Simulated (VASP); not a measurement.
# MnSi (Pm-3m) in VASP: further runs

Aim: see how the results for MnSi move with the level of theory and the settings. Levels: r2SCANh, PBEsol-based global hybrid with 25 % exact exchange. Tasks: single point.

Program: VASP 6.6.1. These are calculated values, not measurements. Logs are shortened: lines on timing, memory, paths and dates and some standing lists are left out, and cuts for length are marked.

### 1 The cell of the first run

It takes space group Pm-3m (No. 221, cubic). Conventional cell: a = 3.072 Å, b = 3.072 Å, c = 3.072 Å, α = 90.00°, β = 90.00°, γ = 90.00°. Mn (site symmetry m-3m) has 8 Si at 2.66 Å and 6 Mn at 3.07 Å within 3.5 Å. Within 3.5 Å of Si (site symmetry m-3m) lie 8 Mn at 2.66 Å and 6 Si at 3.07 Å.

### 2 Single point, r2SCANh, collinear spin, ferromagnetic start

POSCAR

```
MnSi
1.0
    3.0721807200      0.0000000000      0.0000000000
    0.0000000000      3.0721807200      0.0000000000
    0.0000000000      0.0000000000      3.0721807200
Mn Si
1 1
Direct
    0.0000000000      0.0000000000      0.0000000000
    0.5000000000      0.5000000000      0.5000000000
```

INCAR.step1

```
ALGO = Normal
EDIFF = 1E-5
ENCUT = 520
GGA = PE
ISIF = 2
ISMEAR = -1
ISPIN = 2
LASPH = T
LCHARG = F
LMAXMIX = 4
LORBIT = 11
LREAL = F
LWAVE = T
MAGMOM = 4 0
NBANDS = 20
NELM = 150
PREC = Accurate
SIGMA = 0.05
```

INCAR.step2

```
AEXX = 0.1
ALGO = Normal
EDIFF = 1E-7
ENCUT = 520
ISIF = 2
ISMEAR = -1
ISPIN = 2
ISTART = 1
LASPH = T
LCHARG = F
LHFCALC = T
LMAXMIX = 4
LMIXTAU = T
LORBIT = 11
LREAL = F
LWAVE = F
MAGMOM = 4 0
METAGGA = R2SCAN
NBANDS = 20
NELM = 150
PREC = Accurate
PRECFOCK = Normal
SIGMA = 0.05
```

KPOINTS

```
k-points
0
Gamma
  5 5 5
```

Potentials or basis: VASP PAW PBE potentials, release 64 (Mn_pv, Si).

Run with:

```console
> cat potpaw_PBE.64/Mn_pv/POTCAR potpaw_PBE.64/Si/POTCAR > POTCAR
> cp INCAR.step1 INCAR
> mpirun -np 1 vasp_std > vasp.out
> cp INCAR.step2 INCAR
> mpirun -np 1 vasp_std > vasp.out
```

OUTCAR:

```text
AEXX = 0.1
   EDIFF = 1E-7
   ENCUT = 520
   ISIF = 2
   ISMEAR = -1
   ISPIN = 2
   ISTART = 1
   LASPH = T
   LHFCALC = T
   LORBIT = 11
   LREAL = F
   METAGGA = R2SCAN
   NELM = 150
   PREC = Accurate
   PRECFOCK = Normal

 ion  position               nearest neighbor table
   1  0.000  0.000  0.000-   2 2.66   2 2.66   2 2.66   2 2.66   2 2.66   2 2.66   2 2.66   2 2.66

   2  0.500  0.500  0.500-   1 2.66   1 2.66   1 2.66   1 2.66   1 2.66   1 2.66   1 2.66   1 2.66

  LATTYP: Found a simple cubic cell.
 ALAT       =     3.0721807200

  Lattice vectors:

 A1 = (   3.0721807200,   0.0000000000,   0.0000000000)
 A2 = (   0.0000000000,   3.0721807200,   0.0000000000)
 A3 = (   0.0000000000,   0.0000000000,   3.0721807200)

Analysis of symmetry for initial positions (statically):
=====================================================================
 Subroutine PRICEL returns:
 Original cell was already a primitive cell.

 Routine SETGRP: Setting up the symmetry group for a
 simple cubic supercell.

 Subroutine GETGRP returns: Found 48 space group operations
 (whereof 48 operations were pure point group operations)
 out of a pool of 48 trial point group operations.

The static configuration has the point symmetry O_h .

Analysis of symmetry for dynamics (positions and initial velocities):
=====================================================================
 Subroutine PRICEL returns:
 Original cell was already a primitive cell.

 Routine SETGRP: Setting up the symmetry group for a
 simple cubic supercell.

 Subroutine GETGRP returns: Found 48 space group operations
 (whereof 48 operations were pure point group operations)
 out of a pool of 48 trial point group operations.

The dynamic configuration has the point symmetry O_h .

Analysis of structural, dynamic, and magnetic symmetry:
=====================================================================
 Subroutine PRICEL returns:
 Original cell was already a primitive cell.

 Routine SETGRP: Setting up the symmetry group for a
 simple cubic supercell.

 Subroutine GETGRP returns: Found 48 space group operations
 (whereof 48 operations were pure point group operations)
 out of a pool of 48 trial point group operations.

The overall configuration has the point symmetry O_h .

 Subroutine INISYM returns: Found 48 space group operations
 (whereof 48 operations are pure point group operations),
 and found     1 'primitive' translations

----------------------------------------------------------------------------------------

                                     Primitive cell

  volume of cell :      28.9961

  direct lattice vectors                    reciprocal lattice vectors
     3.072180720  0.000000000  0.000000000     0.325501685  0.000000000  0.000000000
     0.000000000  3.072180720  0.000000000     0.000000000  0.325501685  0.000000000
     0.000000000  0.000000000  3.072180720     0.000000000  0.000000000  0.325501685

  length of vectors
     3.072180720  3.072180720  3.072180720     0.325501685  0.325501685  0.325501685

  position of ions in fractional coordinates (direct lattice)
     0.000000000  0.000000000  0.000000000
     0.500000000  0.500000000  0.500000000

  ion indices of the primitive-cell ions
   primitive index   ion index
                 1           1
                 2           2

----------------------------------------------------------------------------------------

 KPOINTS: k-points

Automatic generation of k-mesh.
 Grid dimensions read from file:
 generate k-points for:    5    5    5

 Generating k-lattice:

  Cartesian coordinates                     Fractional coordinates (reciprocal lattice)
     0.065100337  0.000000000  0.000000000     0.200000000  0.000000000  0.000000000
     0.000000000  0.065100337  0.000000000     0.000000000  0.200000000  0.000000000
     0.000000000  0.000000000  0.065100337     0.000000000  0.000000000  0.200000000

  Length of vectors
     0.065100337  0.065100337  0.065100337

  Shift w.r.t. Gamma in fractional coordinates (k-lattice)
     0.000000000  0.000000000  0.000000000

 Subroutine IBZKPT returns following result:
 ===========================================

 Found     10 irreducible k-points:

 Following reciprocal coordinates:
            Coordinates               Weight
  0.000000  0.000000  0.000000      1.000000
  0.200000  0.000000  0.000000      6.000000
  0.400000  0.000000  0.000000      6.000000
  0.200000  0.200000  0.000000     12.000000
  0.400000  0.200000  0.000000     24.000000
  0.400000  0.400000  0.000000     12.000000
  0.200000  0.200000  0.200000      8.000000
  0.400000  0.200000  0.200000     24.000000
  0.400000  0.400000  0.200000     24.000000
  0.400000  0.400000  0.400000      8.000000
   k-points           NKPTS =     10   k-points in BZ     NKDIM =    125   number of bands    NBANDS=     20
   number of dos      NEDOS =    301   number of ions     NIONS =      2
   total plane-waves  NPLWV =  13824
   dimension x,y,z NGX =    24 NGY =   24 NGZ =   24
   dimension x,y,z NGXF=    48 NGYF=   48 NGZF=   48
   ions per type =               1   1
   NGX,Y,Z   is equivalent  to a cutoff of  12.99, 12.99, 12.99 a.u.
   NGXF,Y,Z  is equivalent  to a cutoff of  25.97, 25.97, 25.97 a.u.
 SYSTEM =  unknown system
   PREC   = accura    normal or accurate (medium, high low for compatibility)
   ISTART =      1    job   : 0-new  1-cont  2-samecut
   ICHARG =      0    charge: 1-file 2-atom 10-const
   ISPIN  =      2    spin polarized calculation?
   LNONCOLLINEAR =      F non collinear calculations
   LSORBIT =      F    spin-orbit coupling
   LASPH  =      T    aspherical Exc in radial PAW
   ENCUT  =  520.0 eV  38.22 Ry    6.18 a.u.   5.71  5.71  5.71*2*pi/ulx,y,z
   NELM   =    150;   NELMIN=  2; NELMDL=  0     # of ELM steps
   EDIFF  = 0.1E-06   stopping-criterion for ELM
   LREAL  =      F    real-space projection
   EDIFFG = 0.1E-05   stopping-criterion for IOM
   NSW    =      0    number of steps for IOM
   IBRION =     -1    ionic relax: 0-MD 1-quasi-New 2-CG
   NFREE  =      0    steps in history (QN), initial steepest desc. (CG)
   ISIF   =      2    stress and relaxation
   ISYM   =      3    0-nonsym 1-usesym 2-fastsym
   POTIM  = 0.5000    time-step for ionic-motion
   TEBEG  =    0.0;   TEEND  =   0.0 temperature during run
   PSTRESS=    0.0 pullay stress
   NELECT =      17.0000    total number of electrons
   NUPDOWN=      -1.0000    fix difference up-down
   EMIN   =  10.00;   EMAX   =-10.00  energy-range for DOS
   EFERMI =   0.00;   METHOD = LEGACY
   ISMEAR =    -1;   SIGMA  =   0.05  broadening in eV -4-tet -1-fermi 0-gaus
   EFERMI_NEDOS =   21; number of points for ismear=-14 and -15
   IALGO  =     38    algorithm
   IMIX   =      1    mixing-type and parameters
     AMIX     =   0.40;   BMIX     =  1.00
     AMIX_MAG =   1.60;   BMIX_MAG =  1.00
  volume/ion in A,a.u.               =      14.50        97.84
  Fermi-wavevector in a.u.,A,eV,Ry     =   1.370180  2.589265 25.543496  1.877394
  Thomas-Fermi vector in A             =   2.495989
   LORBIT       =     11    0 simple, 1 ext, 2 COOP (PROOUT), +10 PAW based schemes
   METAGGA = R2SCAN    functional components
   LHFCALC =     T    Hartree Fock is set to
   PRECFOCK=normal    Normal, Fast or Accurate (Low or Medium for compatibility)
   ENCUT4O =  -1.0   cutoff for four orbital integrals eV
   NKREDX  =     1    reduce k-point grid by
   NKREDY  =     1    reduce k-point grid by
   NKREDZ  =     1    reduce k-point grid by
   AEXX    =    0.1000 exact exchange contribution
   HFSCREEN=    0.0000 screening length (either q_TF or 0.3 A-1)
   HFSCREENC=   0.0000 screening length for correlation (either q_TF or 0.3 A-1)
   ENCUTFOCK=  -1.0 apply spherical cutoff to Coloumb kernel
   IVDW    =     0    specifies the selected vdW correction
   LEPSILON=     F    determine dielectric tensor
   LRPA    =     F    only Hartree local field effects (RPA)
 spin polarized calculation
  energy-cutoff  :      520.00
  volume of cell :       29.00
 maximum number of plane-waves:       792
 NGX is ok and might be reduce to    24
  NGX = 18; NGY = 18; NGZ = 18

 number of electron      17.0000000 magnetization       3.4322620

 Free energy of the ion-electron system (eV)
  ---------------------------------------------------
  ext. energy  EPLUGINS =         0.00000000
  ---------------------------------------------------
  free energy    TOTEN  =       -25.00654925 eV

  energy without entropy =      -25.00357547  energy(sigma->0) =      -25.00506236

 E-fermi :   9.3446     XC(G=0): -11.4550

 val. band max:        9.2258882759   @ k =   0.4000   0.2000   0.0000
 cond. band min:       9.6777266449   @ k =   0.2000   0.2000   0.0000
 fundamental gap:      0.4518383690
 Fermi energy:         9.3446054495

 spin component 1

 k-point     1 :       0.0000    0.0000    0.0000
  band No.  band energies     occupation
      1     -44.8741      1.00000
      2     -44.8741      1.00000
      3     -44.8741      1.00000
      4      -4.2239      1.00000
      5       3.9936      1.00000
      6       3.9936      1.00000
[... 12 lines left out ...]
     19      29.5853      0.00000
     20      29.5853      0.00000

 k-point     2 :       0.2000    0.0000    0.0000
  band No.  band energies     occupation
      1     -44.8891      1.00000
      2     -44.8727      1.00000
      3     -44.8727      1.00000
      4      -3.5535      1.00000
      5       3.8012      1.00000
      6       4.1315      1.00000
[... 12 lines left out ...]
     19      26.5824      0.00000
     20      27.0903      0.00000
[... 142 lines left out ...]
      2     -44.9079      1.00000
      3     -44.8818      1.00000
      4       0.4202      1.00000
      5       3.3019      1.00000
      6       3.5455      1.00000
[... 12 lines left out ...]
     19      28.9753      0.00000
     20      29.5595      0.00000

 k-point    10 :       0.4000    0.4000    0.4000
  band No.  band energies     occupation
      1     -44.9058      1.00000
      2     -44.9058      1.00000
      3     -44.9058      1.00000
      4       1.6100      1.00000
      5       2.9792      1.00000
      6       2.9792      1.00000
[... 12 lines left out ...]
     19      33.8267      0.00000
     20      34.4108      0.00000
 Fermi energy:         9.3446054495

 spin component 2

 k-point     1 :       0.0000    0.0000    0.0000
  band No.  band energies     occupation
      1     -39.3358      1.00000
      2     -39.3358      1.00000
      3     -39.3358      1.00000
      4      -4.5098      1.00000
      5       7.7988      1.00000
      6       7.7988      1.00000
[... 12 lines left out ...]
     19      30.3838      0.00000
     20      30.3838      0.00000

 k-point     2 :       0.2000    0.0000    0.0000
  band No.  band energies     occupation
      1     -39.3599      1.00000
      2     -39.3337      1.00000
      3     -39.3337      1.00000
      4      -3.8353      1.00000
      5       5.7152      1.00000
      6       8.1733      1.00000
[... 12 lines left out ...]
     19      27.5357      0.00000
     20      27.5606      0.00000
[... 143 lines left out ...]
      3     -39.3476      1.00000
      4       0.6165      1.00000
      5       4.4243      1.00000
      6       4.5350      1.00000
[... 12 lines left out ...]
     19      29.5865      0.00000
     20      29.7821      0.00000

 k-point    10 :       0.4000    0.4000    0.4000
  band No.  band energies     occupation
      1     -39.3838      1.00000
      2     -39.3828      1.00000
      3     -39.3828      1.00000
      4       2.1858      1.00000
      5       4.7767      1.00000
      6       4.7767      1.00000
[... 12 lines left out ...]
     19      34.5821      0.00000
     20      34.8638      0.00000

------------------------ aborting loop because EDIFF is reached ----------------------------------------

  FORCE on cell =-STRESS in cart. coord.  units (eV):
  Direction    XX          YY          ZZ          XY          YZ          ZX
  --------------------------------------------------------------------------------------
  -------------------------------------------------------------------------------------
  Total       -0.8651163     -0.8651163     -0.8651163      0.0000000      0.0000000     -0.0000000
  in kB      -47.8018611    -47.8018611    -47.8018611      0.0000000      0.0000000     -0.0000000
  external PRESSURE =     -47.8018611 kB  Pullay stress =       0.0000000 kB

 VOLUME and BASIS-vectors are now :
 -----------------------------------------------------------------------------
  energy-cutoff  :      520.00
  volume of cell :       29.00
      direct lattice vectors                 reciprocal lattice vectors
     3.072180720  0.000000000  0.000000000     0.325501685  0.000000000  0.000000000
     0.000000000  3.072180720  0.000000000     0.000000000  0.325501685  0.000000000
     0.000000000  0.000000000  3.072180720     0.000000000  0.000000000  0.325501685

 POSITION                                       TOTAL-FORCE (eV/Angst)
 -----------------------------------------------------------------------------------
      0.00000      0.00000      0.00000         0.000000      0.000000      0.000000
      1.53609      1.53609      1.53609         0.000000      0.000000      0.000000
 -----------------------------------------------------------------------------------
    total drift:                                0.000000      0.000000      0.000000

  FREE ENERGIE OF THE ION-ELECTRON SYSTEM (eV)
  ---------------------------------------------------
  free  energy   TOTEN  =       -25.0065492493 eV

  energy  without entropy=      -25.0035754740  energy(sigma->0) =      -25.00506236

 total charge

# of ion       s       p       d       tot
------------------------------------------
    1        0.310   6.238   5.036  11.583
    2        0.818   0.782   0.000   1.599
--------------------------------------------------
tot          1.127   7.020   5.036  13.183

 magnetization (x)

# of ion       s       p       d       tot
------------------------------------------
    1        0.003   0.019   3.597   3.619
    2        0.014  -0.094   0.000  -0.080
--------------------------------------------------
tot          0.017  -0.075   3.597   3.539
```

It took 75 min on 1 thread of AMD EPYC 7R13, shared host; peak memory 0.17 GiB.

What came out:

| Quantity | Value |
| --- | --- |
| Free energy | -25.0065 eV |
| Pressure | -4.8 GPa |
| Net moment | 3.43 μB per cell |
| Site moments | Mn +3.62; Si -0.08 μB |
| Valence electrons inside the program's atomic spheres | Mn 11.58; Si 1.60 |

Caveat: the k points lie up to 0.41 Å⁻¹ apart; the PAW data sets were made with another functional, which shifts forces and pressure a little.

### 3 Single point, PBEsol-based global hybrid with 25 % exact exchange, collinear spin, ferromagnetic start

This run uses another cell than the first one, of 13.78 Å³/atom.

POSCAR

```
MnSi
1.0
    3.0203134447      0.0000000000      0.0000000000
    0.0000000000      3.0203134447      0.0000000000
    0.0000000000      0.0000000000      3.0203134447
Mn Si
1 1
Direct
    0.0000000000      0.0000000000      0.0000000000
    0.5000000000      0.5000000000      0.5000000000
```

INCAR.step1

```
PREC = Accurate ; ENCUT = 520
EDIFF = 1E-5 ; ISMEAR = -1
SIGMA = 0.05 ; LREAL = F
LASPH = T ; NELM = 150
ALGO = Normal ; ISIF = 2
LWAVE = T ; LCHARG = F
ISPIN = 2 ; MAGMOM = 4 0
LORBIT = 11 ; LMAXMIX = 4
GGA = PE ; NBANDS = 20
```

INCAR.step2

```
PREC = Accurate ; ENCUT = 520
EDIFF = 1E-6 ; ISMEAR = -1
SIGMA = 0.05 ; LREAL = F
LASPH = T ; NELM = 150
ALGO = Normal ; ISIF = 2
LWAVE = F ; LCHARG = F
ISPIN = 2 ; MAGMOM = 4 0
LORBIT = 11 ; LMAXMIX = 4
GGA = PS ; LHFCALC = T
AEXX = 0.25 ; PRECFOCK = Normal
ISTART = 1 ; NBANDS = 20
```

KPOINTS

```
regular mesh
0
Gamma
  5 5 5
```

Potentials or basis: VASP PAW PBE potentials, release 64 (Mn_pv, Si).

Run with:

```console
> cat potpaw_PBE.64/Mn_pv/POTCAR potpaw_PBE.64/Si/POTCAR > POTCAR
> cp INCAR.step1 INCAR
> mpirun -np 1 vasp_std > vasp.out
> cp INCAR.step2 INCAR
> mpirun -np 1 vasp_std > vasp.out
```

Run time: 48 min. Hardware: 1 thread of Intel Xeon Platinum 8488C (Sapphire Rapids), shared host; peak memory 0.16 GiB.

The run converged. Its results:

```
Free energy                                           : -19.8564 eV
Pressure                                              : -35.0 GPa
Net moment                                            : 1.13 μB per cell
Site moments                                          : Mn +1.59; Si -0.23 μB
Valence electrons inside the program's atomic spheres : Mn 11.70; Si 1.54
```

Levels at points of the mesh, in eV from the Fermi level:
Spin up:
```tsv
k point	band 5	band 6	band 7	band 8	band 9	band 10	band 11	band 12	band 13	band 14
(0.00, 0.00, 0.00)	-4.13	-4.13	-3.14	-3.14	-3.14	3.49	3.49	3.49	8.82	8.82
```
Spin down:
| k point | band 5 | band 6 | band 7 | band 8 | band 9 | band 10 | band 11 | band 12 |
| --- | --- | --- | --- | --- | --- | --- | --- | --- |
| (0.00, 0.00, 0.00) | -2.95 | -2.95 | 1.57 | 1.58 | 1.59 | 2.82 | 2.82 | 2.82 |

Caveat: the k points lie up to 0.42 Å⁻¹ apart; the PAW data sets were made with another functional, which shifts forces and pressure a little.
